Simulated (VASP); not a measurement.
Input of a VASP 6.6.1 run:

INCAR

```
SYSTEM = Li
PREC = Accurate
ENCUT = 520
EDIFF = 1E-8
ISMEAR = -1
SIGMA = 0.05
LREAL = .False.
LASPH = .True.
NELM = 100
ALGO = Normal
ISIF = 2
LWAVE = .False.
LCHARG = .False.
LEFG = .True.
NBANDS = 8
```

KPOINTS

```
Automatic mesh
0
Gamma
  16 16 16
  0 0 0
```

File POSCAR:

```
Li
1.0
    0.0000000000      2.2309770072      2.2309770072
    2.2309770072      0.0000000000      2.2309770072
    2.2309770072      2.2309770072      0.0000000000
Li
1
Direct
    0.0000000000      0.0000000000      0.0000000000
```

Potentials or basis: VASP PAW LDA potentials, release 64 (Li_sv).

Launch:

```sh
$ cat potpaw_LDA.64/Li_sv/POTCAR > POTCAR
$ mpirun -np 1 vasp_std > vasp.out
```

Question: What does it give for the band gap on the k mesh?

Answer: Zero (an odd number of electrons rules out a gap without spin polarisation).
